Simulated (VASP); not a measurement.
# LaHfSb3 (Pm-3m) in VASP: a series of runs, part 2 of 2

VASP 6.6.1. Earlier steps stand in the parts before.

### Step 3. Single point, PBE

This run uses another cell than the first one, of 40.22 Å³/atom.

Input file INCAR:

```
PREC = Accurate ; ENCUT = 520
EDIFF = 1E-6 ; ISMEAR = 0
SIGMA = 0.1 ; LREAL = F
LASPH = T ; NELM = 100
ALGO = Normal ; ISIF = 2
LWAVE = F ; LCHARG = F
GGA = PE ; NBANDS = 26
```

Input file KPOINTS:

```
Automatic mesh
0
Gamma
  6 6 6
```

Input file POSCAR:

```
LaHfSb3
1.0
    5.8585115596      0.0000000000      0.0000000000
    0.0000000000      5.8585115596      0.0000000000
    0.0000000000      0.0000000000      5.8585115596
La Hf Sb
1 1 3
Direct
    0.5000000000      0.5000000000      0.5000000000
    0.0000000000      0.0000000000      0.0000000000
    0.0000000000      0.5000000000      0.5000000000
    0.5000000000      0.0000000000      0.5000000000
    0.5000000000      0.5000000000      0.0000000000
```

Potentials or basis: VASP PAW PBE potentials, release 64 (La, Hf_pv, Sb).

Command:

```bash
$ cat potpaw_PBE.64/La/POTCAR potpaw_PBE.64/Hf_pv/POTCAR potpaw_PBE.64/Sb/POTCAR > POTCAR
$ mpirun -np 1 vasp_std > vasp.out
```

OUTCAR:

```text
PREC = Accurate
   ENCUT = 520
   EDIFF = 1E-6
   ISMEAR = 0
   LREAL = F
   LASPH = T
   NELM = 100
   ISIF = 2
   GGA = PE

 ion  position               nearest neighbor table
   1  0.500  0.500  0.500-   3 2.93   4 2.93   5 2.93   5 2.93   4 2.93   3 2.93
   2  0.000  0.000  0.000-
   3  0.000  0.500  0.500-   1 2.93   1 2.93
   4  0.500  0.000  0.500-   1 2.93   1 2.93
   5  0.500  0.500  0.000-   1 2.93   1 2.93

  LATTYP: Found a simple cubic cell.
 ALAT       =     5.8585115596

  Lattice vectors:

 A1 = (   5.8585115596,   0.0000000000,   0.0000000000)
 A2 = (   0.0000000000,   5.8585115596,   0.0000000000)
 A3 = (   0.0000000000,   0.0000000000,   5.8585115596)

Analysis of symmetry for initial positions (statically):
=====================================================================
 Subroutine PRICEL returns:
 Original cell was already a primitive cell.

 Routine SETGRP: Setting up the symmetry group for a
 simple cubic supercell.

 Subroutine GETGRP returns: Found 48 space group operations
 (whereof 48 operations were pure point group operations)
 out of a pool of 48 trial point group operations.

The static configuration has the point symmetry O_h .

Analysis of symmetry for dynamics (positions and initial velocities):
=====================================================================
 Subroutine PRICEL returns:
 Original cell was already a primitive cell.

 Routine SETGRP: Setting up the symmetry group for a
 simple cubic supercell.

 Subroutine GETGRP returns: Found 48 space group operations
 (whereof 48 operations were pure point group operations)
 out of a pool of 48 trial point group operations.
[... 116 lines left out ...]
   EFERMI =   0.00;   METHOD = LEGACY
   ISMEAR =     0;   SIGMA  =   0.10  broadening in eV -4-tet -1-fermi 0-gaus
   EFERMI_NEDOS =   21; number of points for ismear=-14 and -15
   IALGO  =     38    algorithm
   IMIX   =      4    mixing-type and parameters
     AMIX     =   0.40;   BMIX     =  1.00
     AMIX_MAG =   1.60;   BMIX_MAG =  1.00
  volume/ion in A,a.u.               =      40.22       271.39
  Fermi-wavevector in a.u.,A,eV,Ry     =   0.922688  1.743628 11.583372  0.851354
  Thomas-Fermi vector in A             =   2.048243
   LORBIT       =      0    0 simple, 1 ext, 2 COOP (PROOUT), +10 PAW based schemes
   GGA     = PE    functional components
   LHFCALC =     F    Hartree Fock is set to
   AEXX    =    0.0000 exact exchange contribution
   IVDW    =     0    specifies the selected vdW correction
   LEPSILON=     F    determine dielectric tensor
   LRPA    =     F    only Hartree local field effects (RPA)
 non-spin polarized calculation
 Gauss-broadening in eV      SIGMA  =   0.10
  energy-cutoff  :      520.00
  volume of cell :      201.08
 maximum number of plane-waves:      5449
 NGX is ok and might be reduce to    48
   NGX = 21   NGY = 21   NGZ = 21

 number of electron      36.0000003 magnetization

 Free energy of the ion-electron system (eV)
  ---------------------------------------------------
  ext. energy  EPLUGINS =         0.00000000
  ---------------------------------------------------
  free energy    TOTEN  =       -21.98226098 eV

  energy without entropy =      -21.92754721  energy(sigma->0) =      -21.95490410

 E-fermi :   4.0310     XC(G=0):  -8.5679

 val. band max:        4.0269886792   @ k =   0.5000   0.3333   0.3333
 cond. band min:       4.0355257983   @ k =   0.3333   0.3333   0.0000
 fundamental gap:      0.0085371191
 Fermi energy:         4.0309754813

 k-point     1 :       0.0000    0.0000    0.0000
  band No.  band energies     occupation
      1     -29.3566      2.00000
      2     -29.3566      2.00000
      3     -29.3566      2.00000
      4     -27.7769      2.00000
      5     -11.9159      2.00000
      6     -11.9159      2.00000
[... 569 lines left out ...]
     25       5.3828      0.00000
     26       7.0562      0.00000

------------------------ aborting loop because EDIFF is reached ----------------------------------------

  FORCE on cell =-STRESS in cart. coord.  units (eV):
  Direction    XX          YY          ZZ          XY          YZ          ZX
  --------------------------------------------------------------------------------------
  -------------------------------------------------------------------------------------
  Total       -0.1069003     -0.1069003     -0.1069003      0.0000000     -0.0000000     -0.0000000
  in kB       -0.8517800     -0.8517800     -0.8517800      0.0000000     -0.0000000     -0.0000000
  external PRESSURE =      -0.8517800 kB  Pullay stress =       0.0000000 kB

 VOLUME and BASIS-vectors are now :
 -----------------------------------------------------------------------------
  energy-cutoff  :      520.00
  volume of cell :      201.08
      direct lattice vectors                 reciprocal lattice vectors
     5.858511560  0.000000000  0.000000000     0.170691820  0.000000000  0.000000000
     0.000000000  5.858511560  0.000000000     0.000000000  0.170691820  0.000000000
     0.000000000  0.000000000  5.858511560     0.000000000  0.000000000  0.170691820

 POSITION                                       TOTAL-FORCE (eV/Angst)
 -----------------------------------------------------------------------------------
      2.92926      2.92926      2.92926         0.000000      0.000000      0.000000
      0.00000      0.00000      0.00000         0.000000      0.000000      0.000000
      0.00000      2.92926      2.92926         0.000000      0.000000      0.000000
      2.92926      0.00000      2.92926         0.000000      0.000000      0.000000
      2.92926      2.92926      0.00000         0.000000      0.000000      0.000000
 -----------------------------------------------------------------------------------
    total drift:                               -0.000000     -0.000000     -0.000000

  FREE ENERGIE OF THE ION-ELECTRON SYSTEM (eV)
  ---------------------------------------------------
  free  energy   TOTEN  =       -21.9822609790 eV

  energy  without entropy=      -21.9275472116  energy(sigma->0) =      -21.95490410
```

OSZICAR:

```text
N       E                     dE             d eps       ncg     rms          rms(c)
DAV:   1     0.297511178179E+03    0.29751E+03   -0.13654E+04  1064   0.134E+03
DAV:   2     0.246729603385E+02   -0.27284E+03   -0.26055E+03  1324   0.298E+02
DAV:   3    -0.248866975072E+02   -0.49560E+02   -0.47470E+02  1174   0.129E+02
[... 12 lines left out ...]
DAV:  16    -0.219824313178E+02   -0.57270E-04   -0.12551E-03  1678   0.207E-01    0.811E-02
DAV:  17    -0.219823618986E+02    0.69419E-04   -0.19189E-04  1570   0.859E-02    0.655E-02
DAV:  18    -0.219822727776E+02    0.89121E-04   -0.15763E-04  1578   0.317E-02    0.190E-02
DAV:  19    -0.219822617059E+02    0.11072E-04   -0.54781E-05  1636   0.328E-02    0.553E-03
DAV:  20    -0.219822609790E+02    0.72688E-06   -0.19822E-06  1048   0.945E-03
   1 F= -.21982261E+02 E0= -.21954904E+02  d E =-.547138E-01
```

It took 4.6 min on 1 thread of Oxide Virtual Turin-like, shared host; peak memory 0.37 GiB.

Results:

- Free energy: -21.9823 eV
- Pressure: -0.1 GPa
- Band gap on the k mesh: zero (bands 18 and 19 overlap by 0.80 eV)

Caveat: spin-orbit coupling is left out, which moves the levels of the heavy elements.

The gap in the log of VASP goes by the Fermi energy; the results here count the filled bands.